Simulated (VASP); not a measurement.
# Sn12HO23 (a cell with a defect) in VASP: a series of runs

Sn12HO23 (a cell with a defect) is run at these levels: PBE; tasks: single point.

Everything below comes from runs of VASP 6.6.1. Logs are shortened: lines on timing, memory, paths and dates and some standing lists are left out, and cuts for length are marked.

### 1 The cell of the first run

The cell holds a defect, 36 atoms: a = 7.769 Å, b = 7.769 Å, c = 9.697 Å, α = 77.99°, β = 77.99°, γ = 87.52°.

### 2 Single point, PBE, collinear spin

The input, INCAR:

```
SYSTEM = Sn12HO23
  PREC = Accurate
  ENCUT = 520
  EDIFF = 1E-7
  ISMEAR = 0
  SIGMA = 0.05
  LREAL = Auto
  LASPH = .True.
  NELM = 150
  ALGO = Normal
  ISIF = 2
  LWAVE = .False.
  LCHARG = .False.
  ISPIN = 2
  MAGMOM = 0 0 0 0 0 0 0.5 0 0 0.5 0 0.5 0.5 0 0 0 0 0 0 0 0 0 0 0 0 0 0 0 0 0 0 0 0 0 0 0
  LORBIT = 11
  GGA = PE
  NBANDS = 182
  LUSENCCL = .False.
```

The input, KPOINTS:

```
Automatic mesh
0
Gamma
  2 2 1
  0 0 0
```

The input, POSCAR:

```
Sn12HO23
1.0
   -5.3733100000      5.3733100000      1.6162330000
   -5.3733100000     -5.3733100000      1.6162330000
    0.0000000000      0.0000000000      9.6973980000
Sn H O
12 1 23
Direct
    0.1838525682      0.4803374989      0.0565543413
    0.1874477081      0.4834007153      0.3903809089
    0.1865561499      0.4823221543      0.7222823287
    0.4790884578      0.8184835924      0.1167693765
    0.4826289082      0.8178809533      0.4512027926
    0.4815156835      0.8173441375      0.7832520725
    0.5182964035      0.1816564846      0.2162389610
    0.5215934137      0.1833017227      0.5494021527
    0.5197013282      0.1824380543      0.8827373676
    0.8245123213      0.5335099633      0.2841064327
    0.8192919119      0.5192024950      0.6119940140
    0.8208349612      0.5265910876      0.9363899034
    0.6909827180      0.3611799003      0.1490768845
    0.7064972103      0.3843562761      0.4841681743
    0.7047960655      0.3824775941      0.8208760045
    0.3817573633      0.2958588209      0.0533239523
    0.3869086187      0.2999729624      0.3853849107
    0.3869330660      0.2996817132      0.7192932064
    0.6134670544      0.6974010305      0.2800234403
    0.6183228805      0.7016216804      0.6143076909
    0.6136245198      0.6969486434      0.9500894005
    0.2952641149      0.6184744373      0.1808449503
    0.2998100766      0.6186278639      0.5148252558
    0.2947298391      0.6191551392      0.8492760646
    0.0471327273      0.3674990349      0.2656481523
    0.0527473425      0.3648542485      0.5977166778
    0.0474574007      0.3651819924      0.9326260751
    0.3649478860      0.9503611011      0.2816482572
    0.3654072972      0.9513973535      0.6138494943
    0.3639272699      0.9498811658      0.9471730997
    0.9389930951      0.6325307834      0.0721668321
    0.9547352546      0.6449542558      0.4057820832
    0.9525483853      0.6409558981      0.7335898634
    0.6380139030      0.0502913786      0.0516672275
    0.6398711288      0.0520324222      0.3839927642
    0.6386629815      0.0510682705      0.7188801941
```

Potentials or basis: VASP PAW PBE potentials, release 64 (Sn_d, H, O).

Launch:

```
> cat potpaw_PBE.64/Sn_d/POTCAR potpaw_PBE.64/H/POTCAR potpaw_PBE.64/O/POTCAR > POTCAR
> mpirun -np 1 vasp_std > vasp.out
```

OUTCAR:

```text
SYSTEM = Sn12HO23
   PREC = Accurate
   ENCUT = 520
   EDIFF = 1E-7
   ISMEAR = 0
   LREAL = Auto
   LASPH = .True.
   NELM = 150
   ISIF = 2
   ISPIN = 2
   LORBIT = 11
   GGA = PE

 ion  position               nearest neighbor table
   1  0.184  0.480  0.057-  16 2.06  24 2.10  22 2.10  27 2.10  25 2.11  31 2.19   3 3.23  12 3.25
                            10 3.25   2 3.25
   2  0.187  0.483  0.390-  17 2.06  23 2.09  22 2.10  26 2.10  25 2.13  32 2.15  10 3.18   3 3.22
                            11 3.24   1 3.25   5 3.75   4 3.75
   3  0.187  0.482  0.722-  18 2.06  23 2.10  24 2.10  26 2.11  27 2.13  33 2.15  12 3.20   2 3.22
                            11 3.23   1 3.23   6 3.75
   4  0.479  0.818  0.117-  22 2.06  30 2.09  28 2.10  21 2.11  19 2.11  34 2.14   7 3.21   9 3.22
                             6 3.23   5 3.25   2 3.75
   5  0.483  0.818  0.451-  23 2.05  29 2.10  28 2.11  20 2.11  19 2.13  35 2.14   6 3.22   8 3.22
                             7 3.22   4 3.25  10 3.71   2 3.75
   6  0.482  0.817  0.783-  24 2.07  30 2.10  29 2.10  20 2.10  21 2.13  36 2.14   5 3.22   9 3.22
                             8 3.23   4 3.23  12 3.74   3 3.75
   7  0.518  0.182  0.216-  13 1.89  17 2.10  35 2.10  34 2.11  16 2.11  28 2.11   4 3.21   5 3.22
                             9 3.23   8 3.24
   8  0.522  0.183  0.549-  14 2.08  36 2.10  35 2.11  18 2.11  17 2.11  29 2.12   5 3.22   9 3.23
                             6 3.23   7 3.24
   9  0.520  0.182  0.883-  15 2.07  36 2.10  18 2.10  34 2.10  16 2.11  30 2.13   4 3.22   6 3.22
                             8 3.23   7 3.23
  10  0.825  0.534  0.284-  19 2.03  32 2.04  31 2.06  14 2.09  25 2.11  11 3.15   2 3.18   1 3.25
                            12 3.39   5 3.71
  11  0.819  0.519  0.612-  20 2.06  33 2.10  15 2.11  32 2.11  14 2.12  26 2.13  10 3.15  12 3.16
                             3 3.23   2 3.24
  12  0.821  0.527  0.936-  21 2.04  33 2.05  31 2.07  15 2.09  27 2.12  13 2.25  11 3.16   3 3.20
                             1 3.25  10 3.39   6 3.74
  13  0.691  0.361  0.149-   7 1.89  12 2.25
  14  0.706  0.384  0.484-   8 2.08  10 2.09  11 2.12
  15  0.705  0.382  0.821-   9 2.07  12 2.09  11 2.11
  16  0.382  0.296  0.053-   1 2.06   7 2.11   9 2.11
  17  0.387  0.300  0.385-   2 2.06   7 2.10   8 2.11
  18  0.387  0.300  0.719-   3 2.06   9 2.10   8 2.11
  19  0.613  0.697  0.280-  10 2.03   4 2.11   5 2.13
[... 15 lines left out ...]
  35  0.640  0.052  0.384-   7 2.10   8 2.11   5 2.14
  36  0.639  0.051  0.719-   9 2.10   8 2.10   6 2.14

  LATTYP: Found a base centered monoclinic cell.
 ALAT       =    11.2222403229
 B/A-ratio  =     0.9576180594
 C/A-ratio  =     0.8641231805
 COS(beta)  =    -0.2880410602

  Lattice vectors:

 A1 = (   5.3733100000,  -5.3733100000,  -1.6162330000)
 A2 = (   5.3733100000,   5.3733100000,  -1.6162330000)
 A3 = (   0.0000000000,   0.0000000000,   9.6973980000)

Analysis of symmetry for initial positions (statically):
=====================================================================
 Subroutine PRICEL returns:
 Original cell was already a primitive cell.

 Routine SETGRP: Setting up the symmetry group for a
 base centered monoclinic supercell.

 Subroutine GETGRP returns: Found  1 space group operations
 (whereof  1 operations were pure point group operations)
 out of a pool of  4 trial point group operations.

The static configuration has the point symmetry C_1 .

Analysis of symmetry for dynamics (positions and initial velocities):
=====================================================================
 Subroutine PRICEL returns:
 Original cell was already a primitive cell.

 Routine SETGRP: Setting up the symmetry group for a
 base centered monoclinic supercell.

 Subroutine GETGRP returns: Found  1 space group operations
 (whereof  1 operations were pure point group operations)
 out of a pool of  4 trial point group operations.

The dynamic configuration has the point symmetry C_1 .

Analysis of structural, dynamic, and magnetic symmetry:
=====================================================================
 Subroutine PRICEL returns:
 Original cell was already a primitive cell.

 Routine SETGRP: Setting up the symmetry group for a
 base centered monoclinic supercell.

 Subroutine GETGRP returns: Found  1 space group operations
 (whereof  1 operations were pure point group operations)
 out of a pool of  4 trial point group operations.

The overall configuration has the point symmetry C_1 .

 Subroutine INISYM returns: Found  1 space group operations
 (whereof  1 operations are pure point group operations),
 and found     1 'primitive' translations

----------------------------------------------------------------------------------------

                                     Primitive cell

  volume of cell :     559.9755

  direct lattice vectors                    reciprocal lattice vectors
[... 33 lines left out ...]
  Fermi-wavevector in a.u.,A,eV,Ry     =   1.339876  2.531999 24.426101  1.795268
  Thomas-Fermi vector in A             =   2.468233
   LORBIT       =     11    0 simple, 1 ext, 2 COOP (PROOUT), +10 PAW based schemes
   GGA     = PE    functional components
   LHFCALC =     F    Hartree Fock is set to
   AEXX    =    0.0000 exact exchange contribution
   IVDW    =     0    specifies the selected vdW correction
   LEPSILON=     F    determine dielectric tensor
   LRPA    =     F    only Hartree local field effects (RPA)
 spin polarized calculation
 Gauss-broadening in eV      SIGMA  =   0.05
  energy-cutoff  :      520.00
  volume of cell :      559.98
 maximum number of plane-waves:     15084
 NGX is ok and might be reduce to    60
   NGX = 29   NGY = 29   NGZ = 37

 number of electron     306.9999970 magnetization       0.0000477

 number of electron     306.9999970 magnetization      -0.0000224

 Free energy of the ion-electron system (eV)
  ---------------------------------------------------
  ext. energy  EPLUGINS =         0.00000000
  ---------------------------------------------------
  free energy    TOTEN  =      -215.58390728 eV

  energy without entropy =     -215.57782041  energy(sigma->0) =     -215.58086384

 E-fermi :   5.1650     XC(G=0):  -9.3500

 val. band max:        5.1188174141   @ k =   0.0000   0.5000   0.0000
 cond. band min:       5.2115792350   @ k =   0.5000   0.0000   0.0000
 fundamental gap:      0.0927618210
 Fermi energy:         5.1649701590

 spin component 1

 k-point     1 :       0.0000    0.0000    0.0000
  band No.  band energies     occupation
      1     -18.0938      1.00000
      2     -18.0244      1.00000
      3     -17.9931      1.00000
      4     -17.9750      1.00000
      5     -17.8905      1.00000
      6     -17.8856      1.00000
[... 661 lines left out ...]
    164       8.5234      0.00000
    165       8.5960      0.00000
 Fermi energy:         5.1649701590

 spin component 2

 k-point     1 :       0.0000    0.0000    0.0000
  band No.  band energies     occupation
      1     -18.0938      1.00000
      2     -18.0244      1.00000
      3     -17.9931      1.00000
      4     -17.9750      1.00000
      5     -17.8905      1.00000
      6     -17.8856      1.00000
[... 661 lines left out ...]
    164       8.5234      0.00000
    165       8.5960      0.00000
 [bands above 165 left out]

------------------------ aborting loop because EDIFF is reached ----------------------------------------

  FORCE on cell =-STRESS in cart. coord.  units (eV):
  Direction    XX          YY          ZZ          XY          YZ          ZX
  --------------------------------------------------------------------------------------
  -------------------------------------------------------------------------------------
  Total        8.1015231      8.8891053     14.7456109     -0.3271681      0.1886029     -0.7995298
  in kB       23.1797233     25.4331191     42.1894965     -0.9360791      0.5396223     -2.2875796
  external PRESSURE =      30.2674463 kB  Pullay stress =       0.0000000 kB

 VOLUME and BASIS-vectors are now :
 -----------------------------------------------------------------------------
  energy-cutoff  :      520.00
  volume of cell :      559.98
      direct lattice vectors                 reciprocal lattice vectors
    -5.373310000  5.373310000  1.616233000    -0.093052513  0.093052513  0.000000000
    -5.373310000 -5.373310000  1.616233000    -0.093052513 -0.093052513  0.000000000
     0.000000000  0.000000000  9.697398000     0.031017504  0.000000000  0.103120445

 POSITION                                       TOTAL-FORCE (eV/Angst)
 -----------------------------------------------------------------------------------
     -3.56890     -1.59311      1.62192        -0.018434      0.006340      0.006037
     -3.60468     -1.59025      4.86993         0.002166     -0.003220      0.008044
     -3.59409     -1.58924      8.08532        -0.005755     -0.010237     -0.013050
     -6.97226     -1.82368      3.22954        -0.003347      0.000213      0.002639
     -6.98804     -1.80141      6.47742         0.010481      0.002973      0.004741
     -6.97918     -1.80451      9.69477         0.003425      0.019349     -0.010845
[... 28 lines left out ...]
     -3.71781      3.15864      4.84201        -0.025379      0.040407     -0.003870
     -3.70614      3.15733      8.08603        -0.022063      0.042593      0.002653
 -----------------------------------------------------------------------------------
    total drift:                               -0.004955     -0.019938      0.004088

  FREE ENERGIE OF THE ION-ELECTRON SYSTEM (eV)
  ---------------------------------------------------
  free  energy   TOTEN  =      -215.5839072770 eV

  energy  without entropy=     -215.5778204059  energy(sigma->0) =     -215.58086384

 total charge

# of ion       s       p       d       tot
------------------------------------------
    1        0.922   1.020  10.310  12.253
    2        0.920   1.025  10.316  12.260
    3        0.923   1.021  10.314  12.258
    4        0.923   1.030  10.319  12.272
    5        0.923   1.024  10.315  12.262
    6        0.921   1.021  10.312  12.255
[... 28 lines left out ...]
   35        1.578   3.424   0.000   5.002
   36        1.577   3.431   0.000   5.008
--------------------------------------------------
tot         47.867  91.677 123.717 263.260

 magnetization (x)

# of ion       s       p       d       tot
------------------------------------------
    1        0.000   0.000   0.000   0.000
    2        0.000   0.000   0.000   0.000
    3        0.000   0.000   0.000   0.000
    4       -0.000  -0.000   0.000   0.000
    5        0.000   0.000   0.000   0.000
    6        0.000   0.000   0.000   0.000
[... 28 lines left out ...]
   35        0.000   0.000   0.000   0.000
   36        0.000  -0.000   0.000  -0.000
--------------------------------------------------
tot          0.000   0.000  -0.000  -0.000
```

Run time: 4.3 min. Hardware: 1 × NVIDIA H100 80GB with 1 thread of AMD EPYC 7R13 (Zen 3), shared host; peak memory 1.9 GiB.

Results:

* Free energy: -215.5839 eV
* Pressure: 3.0 GPa
* Largest force: 0.056 eV/Å
* Net moment: 0.00 μB per cell
* Valence electrons inside the program's atomic spheres: Sn 12.25, 12.26, 12.27, 12.28, 12.30, 12.29 (each value once); H 0.54; O 5.03, 5.04, 5.00, 5.01, 5.02 (each value once)

Forces on the atoms (eV/Å):
```
Sn  -0.018  0.006  0.006
Sn   0.002 -0.003  0.008
Sn  -0.006 -0.010 -0.013
Sn  -0.003  0.000  0.003
Sn   0.010  0.003  0.005
Sn   0.003  0.019 -0.011
Sn  -0.031 -0.023  0.002
Sn  -0.012 -0.013  0.000
Sn  -0.012 -0.020  0.011
Sn   0.016  0.005 -0.010
Sn   0.005 -0.006  0.001
Sn   0.029 -0.008 -0.004
H    0.000 -0.004 -0.002
O    0.029  0.005  0.009
O    0.024  0.006 -0.004
O    0.003  0.006 -0.003
O    0.009  0.000  0.004
O    0.008 -0.008  0.004
O   -0.002  0.003 -0.022
O   -0.006  0.003  0.001
O   -0.002 -0.003  0.012
O   -0.012 -0.007 -0.005
O   -0.020  0.000  0.002
O   -0.009 -0.011  0.006
O    0.033  0.036 -0.013
O    0.036  0.032 -0.001
O    0.034  0.037  0.008
O    0.036 -0.029  0.000
O    0.029 -0.037 -0.002
O    0.030 -0.039 -0.002
O   -0.048 -0.025 -0.004
O   -0.050 -0.019  0.016
O   -0.044 -0.018 -0.003
O   -0.016  0.042  0.002
O   -0.025  0.040 -0.004
O   -0.022  0.043  0.003
```

Caveat: the k points lie up to 0.68 Å⁻¹ apart; spin-orbit coupling is left out, which moves the levels of the heavy elements.

### 3 Single point, PBE, collinear spin

The input, INCAR:

```
PREC = Accurate
ENCUT = 520
EDIFF = 1E-7
ISMEAR = 0
SIGMA = 0.05
LREAL = Auto
LASPH = T
NELM = 150
ALGO = Normal
ISIF = 2
LWAVE = F
LCHARG = F
ISPIN = 2
MAGMOM = 0 0 0 0 0 0 0.2 0 0 0.2 0 0.2 0.2 0 0 0 0 0 0 0 0 0 0 0 0 0 0 0 0 0 0 0 0 0 0 0
LORBIT = 11
GGA = PE
NBANDS = 182
LUSENCCL = F
```

The input, KPOINTS:

```
Automatic mesh
0
Gamma
  2 2 1
```

POSCAR is that of step 2.

Potentials or basis: VASP PAW PBE potentials, release 64 (Sn_d, H, O).

Launch:

```
> cat potpaw_PBE.64/Sn_d/POTCAR potpaw_PBE.64/H/POTCAR potpaw_PBE.64/O/POTCAR > POTCAR
> mpirun -np 1 vasp_std > vasp.out
```

Run time: 4.5 min. Hardware: 1 × NVIDIA H100 80GB with 1 thread of AMD EPYC 7R13 (Zen 3), shared host; peak memory 1.9 GiB.

The run converged. Its results:

| Quantity | Value |
| --- | --- |
| Free energy | -215.5839 eV |
| Pressure | 3.0 GPa |
| Largest force | 0.056 eV/Å |
| Net moment | 0.00 μB per cell |
| Valence electrons inside the program's atomic spheres | Sn 12.25, 12.26, 12.27, 12.28, 12.30, 12.29 (each value once); H 0.54; O 5.03, 5.04, 5.00, 5.01, 5.02 (each value once) |

Forces in eV/Å, atoms in the order of the input:
```
Sn  -0.018  0.006  0.006
Sn   0.002 -0.003  0.008
Sn  -0.006 -0.010 -0.013
Sn  -0.003  0.000  0.003
Sn   0.010  0.003  0.005
Sn   0.003  0.019 -0.011
Sn  -0.031 -0.023  0.002
Sn  -0.012 -0.013  0.000
Sn  -0.012 -0.020  0.011
Sn   0.016  0.005 -0.010
Sn   0.005 -0.006  0.001
Sn   0.029 -0.008 -0.004
H    0.000 -0.004 -0.002
O    0.029  0.005  0.009
O    0.024  0.006 -0.004
O    0.003  0.006 -0.003
O    0.009  0.000  0.004
O    0.008 -0.008  0.004
O   -0.002  0.003 -0.022
O   -0.006  0.003  0.001
O   -0.002 -0.003  0.012
O   -0.012 -0.007 -0.005
O   -0.020  0.000  0.002
O   -0.009 -0.011  0.006
O    0.033  0.036 -0.013
O    0.036  0.032 -0.001
O    0.034  0.037  0.008
O    0.036 -0.029  0.000
O    0.029 -0.037 -0.002
O    0.030 -0.039 -0.002
O   -0.048 -0.025 -0.004
O   -0.050 -0.019  0.016
O   -0.044 -0.018 -0.003
O   -0.016  0.042  0.002
O   -0.025  0.040 -0.004
O   -0.022  0.043  0.003
```

Stress tensor (GPa, compression positive):
```
 2.32 -0.09 -0.23
-0.09  2.54  0.05
-0.23  0.05  4.22
```

Levels at points of the mesh, in eV from the Fermi level:
Spin up:
```csv
k point,band 151,band 152,band 153,band 154,band 155,band 156
"(0.00, 0.00, 0.00)",-2.85,-2.82,-2.79,-0.58,0.72,0.88
"(0.50, 0.00, 0.00)",-2.81,-2.78,-2.76,0.05,0.49,0.91
"(0.00, 0.50, 0.00)",-2.83,-2.82,-2.70,-0.05,0.70,0.94
"(0.50, 0.50, 0.00)",-2.84,-2.81,-2.70,0.10,0.92,1.04
```
Spin down:
```tsv
k point	band 150	band 151	band 152	band 153	band 154	band 155	band 156	band 157
(0.00, 0.00, 0.00)	-2.89	-2.85	-2.82	-2.79	-0.58	0.72	0.88	2.02
(0.50, 0.00, 0.00)	-2.87	-2.81	-2.78	-2.76	0.05	0.49	0.91	1.68
(0.00, 0.50, 0.00)	-2.86	-2.83	-2.82	-2.70	-0.05	0.70	0.94	1.44
(0.50, 0.50, 0.00)	-2.87	-2.84	-2.81	-2.70	0.10	0.92	1.04	1.43
```

Caveat: the k points lie up to 0.68 Å⁻¹ apart; spin-orbit coupling is left out, which moves the levels of the heavy elements.

### 4 Single point, PBE, collinear spin

INCAR, as its differences from that of step 3:

```diff
@@ -2,3 +2,3 @@
 ENCUT = 520
-EDIFF = 1E-7
+EDIFF = 1E-6
 ISMEAR = 0
@@ -16,2 +16,3 @@
 GGA = PE
+NELECT = 308.0
 NBANDS = 182
```

KPOINTS is that of step 3.

POSCAR is that of step 3.

Launch:

```
> cat potpaw_PBE.64/Sn_d/POTCAR potpaw_PBE.64/H/POTCAR potpaw_PBE.64/O/POTCAR > POTCAR
> mpirun -np 1 vasp_std > vasp.out
```

Wall time 4.2 min (1 × NVIDIA H100 80GB with 1 thread of AMD EPYC 7R13 (Zen 3), shared host); peak memory 1.9 GiB.

It converged, with:

| Item | Value |
| --- | --- |
| Free energy | -210.2725 eV |
| Largest force | 0.559 eV/Å |
| Net moment | 0.00 μB per cell |
| Valence electrons inside the program's atomic spheres | Sn 12.28, 12.29, 12.30, 12.34, 12.33 (each value once); H 0.54; O 5.04, 5.05, 5.01, 5.02, 5.03 (each value once) |

Forces on the atoms (eV/Å):
```
Sn   0.003 -0.025 -0.001
Sn  -0.045  0.185 -0.105
Sn  -0.037  0.055  0.111
Sn  -0.030  0.107 -0.010
Sn  -0.072  0.045 -0.092
Sn   0.112  0.084  0.098
Sn  -0.341 -0.086 -0.011
Sn  -0.039 -0.141 -0.170
Sn  -0.028 -0.157  0.198
Sn   0.229  0.032 -0.441
Sn   0.132 -0.011  0.018
Sn   0.313  0.025  0.457
H   -0.054  0.019 -0.017
O   -0.104  0.034  0.200
O   -0.050  0.037 -0.262
O    0.099 -0.118 -0.302
O    0.102 -0.141  0.335
O    0.047  0.062 -0.033
O   -0.050 -0.127  0.086
O   -0.049  0.086  0.034
O   -0.078 -0.202 -0.133
O   -0.065 -0.088  0.062
O   -0.002 -0.076  0.066
O   -0.098 -0.086 -0.125
O    0.100  0.089  0.098
O    0.170 -0.020  0.044
O    0.067  0.128 -0.133
O    0.155 -0.073  0.017
O    0.117 -0.089  0.050
O    0.091 -0.129 -0.072
O   -0.554  0.068  0.030
O   -0.113 -0.095  0.103
O   -0.120 -0.096 -0.092
O    0.127  0.281 -0.220
O    0.117  0.284  0.221
O   -0.052  0.140 -0.007
```

Levels at points of the mesh, in eV from the Fermi level:
Spin up:
```tsv
k point	band 151	band 152	band 153	band 154	band 155	band 156	band 157	band 158
(0.00, 0.00, 0.00)	-3.23	-3.21	-3.19	-0.96	0.49	0.60	1.66	1.75
(0.50, 0.00, 0.00)	-3.19	-3.19	-3.17	-0.28	0.17	0.63	1.33	1.87
(0.00, 0.50, 0.00)	-3.23	-3.19	-3.08	-0.38	0.38	0.66	1.12	1.82
(0.50, 0.50, 0.00)	-3.22	-3.21	-3.10	-0.17	0.64	0.66	1.06	1.51
```
Spin down:
| k point | band 151 | band 152 | band 153 | band 154 | band 155 | band 156 | band 157 | band 158 |
| --- | --- | --- | --- | --- | --- | --- | --- | --- |
| (0.00, 0.00, 0.00) | -3.23 | -3.21 | -3.19 | -0.96 | 0.49 | 0.60 | 1.66 | 1.75 |
| (0.50, 0.00, 0.00) | -3.19 | -3.19 | -3.17 | -0.28 | 0.17 | 0.63 | 1.33 | 1.87 |
| (0.00, 0.50, 0.00) | -3.23 | -3.19 | -3.08 | -0.38 | 0.38 | 0.66 | 1.12 | 1.82 |
| (0.50, 0.50, 0.00) | -3.22 | -3.21 | -3.10 | -0.17 | 0.64 | 0.66 | 1.06 | 1.51 |

Caveat: the k points lie up to 0.68 Å⁻¹ apart; the cell carries a net charge on a neutralising background, which shifts energy and pressure; the cell is charged against a uniform background, so pressure and absolute levels hang on convention; spin-orbit coupling is left out, which moves the levels of the heavy elements.
